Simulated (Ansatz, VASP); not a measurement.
**MnF2: VASP beside Ansatz**

The input INCAR:

```
SYSTEM = MnF2
ALGO     = Normal         ! electronic algorithm
EDIFF    = 1E-7           ! SCF threshold, eV
ENCUT    = 520            ! plane-wave cutoff, eV
GGA      = PS             ! functional
ISIF     = 2              ! what is computed and relaxed
ISMEAR   = 0              ! smearing method
ISPIN    = 2              ! spin polarisation
LASPH    = .True.         ! aspherical terms in the spheres
LCHARG   = .True.         ! write CHGCAR
LDAU     = .True.         ! DFT+U
LDAUJ    = 0 0          
LDAUL    = 2 -1           ! shell
LDAUPRINT= 1            
LDAUTYPE = 2            
LDAUU    = 4 0            ! U, eV
LELF     = .True.         ! ELF
LMAXMIX  = 4              ! l up to which the mixer works
LORBIT   = 11             ! projections on sites
LREAL    = .False.        ! projectors in reciprocal space
LVHAR    = .True.       
LWAVE    = .False.        ! write WAVECAR
MAGMOM   = 5 -5 0 0 0 0   ! initial moments
NBANDS   = 40             ! bands
NELM     = 150            ! most SCF steps
PREC     = Accurate       ! precision mode
SIGMA    = 0.05           ! smearing width, eV
```

File KPOINTS:

```
k-points
0
Gamma
  5 5 7
  0 0 0
```

Contents of POSCAR:

```
MnF2
1.0
    4.8733996600      0.0000000000      0.0000000000
    0.0000000000      4.8733996600      0.0000000000
    0.0000000000      0.0000000000      3.3098997700
Mn F
2 4
Direct
    0.0000000000      0.0000000000      0.0000000000
    0.5000000000      0.5000000000      0.5000000000
    0.3050000000      0.3050000000      0.0000000000
    0.1950000000      0.8050000000      0.5000000000
    0.6950000000      0.6950000000      0.0000000000
    0.8050000000      0.1950000000      0.5000000000
```

Input for Ansatz:

```yaml
crystal:
  lattice:
    - [4.87339966, 0.0, 0.0]
    - [0.0, 4.87339966, 0.0]
    - [0.0, 0.0, 3.30989977]
  atoms:
    - { symbol: Mn, position: [0.0, 0.0, 0.0], spin: 5.0 }
    - { symbol: Mn, position: [0.5, 0.5, 0.5], spin: -5.0 }
    - { symbol: F, position: [0.305, 0.305, 0.0] }
    - { symbol: F, position: [0.195, 0.805, 0.5] }
    - { symbol: F, position: [0.695, 0.695, 0.0] }
    - { symbol: F, position: [0.805, 0.195, 0.5] }
basis:
  ecutwfc: 420
  ecutrho_ratio: 4
kpoints:
  mp_grid: { grid: [5, 5, 7] }
hamiltonian:
  xc: pbesol
  hubbard:
    sites: [{ site: 0, l: d, u_eff: 4.0 }, { site: 1, l: d, u_eff: 4.0 }]
scf:
  occupations: { method: gaussian, width: 0.05 }
output:
  forces: true
  stress: true
  eigenvalues: true
  populations: true
  hubbard: { sites: [{ site: 0, l: d }, { site: 1, l: d }] }
  write_density: true
  write_potential: true
  elf: true
  volumetric_format: npy
magnetization:
  spin_polarized: true
```

Alike in both runs: task single point; functional PBEsol; k mesh 5 × 5 × 7; occupations gaussian, width 0.05 eV; collinear spin; Hubbard terms Mn d U = 4.0 eV.

|  | VASP | Ansatz |
| --- | --- | --- |
| version | VASP 6.6.1 | Ansatz 0.2.0 |
| potentials or method | VASP PAW PBE potentials, release 64 (Mn_pv, F), cutoff 520 eV | scalar-relativistic, plane waves, PAW |
| valence electrons in the cell | 54 | 58 |

```csv
,VASP,Ansatz,Ansatz less VASP
gap on the k mesh at the Fermi level (eV),3.41,3.49,+0.086
least direct gap on the mesh (eV),3.44,3.53,+0.087
pressure (GPa),0.2,1.1,+0.93
"traceless stress, the component that is largest in VASP (GPa)",-0.19,-0.01,+0.176
rms of the force components (eV/Å),0.005,0.006,+0.0003
net moment per atom (μB),0.00,0.00,0.000
size of the moment on the site where the two differ most (μB),4.67,4.21,-0.452
```

VASP's potentials were made for PBE, not for PBEsol. Site moments also hang on the region over which each program counts them. The programs project onto different local orbitals, so the same U acts differently, and such runs can settle in different states. Atom by atom the forces differ by 0.000 eV/Å (rms over components). VASP's potentials hold 54 valence electrons a cell and Ansatz's 58, so a difference there can come from the potentials and not from the codes.
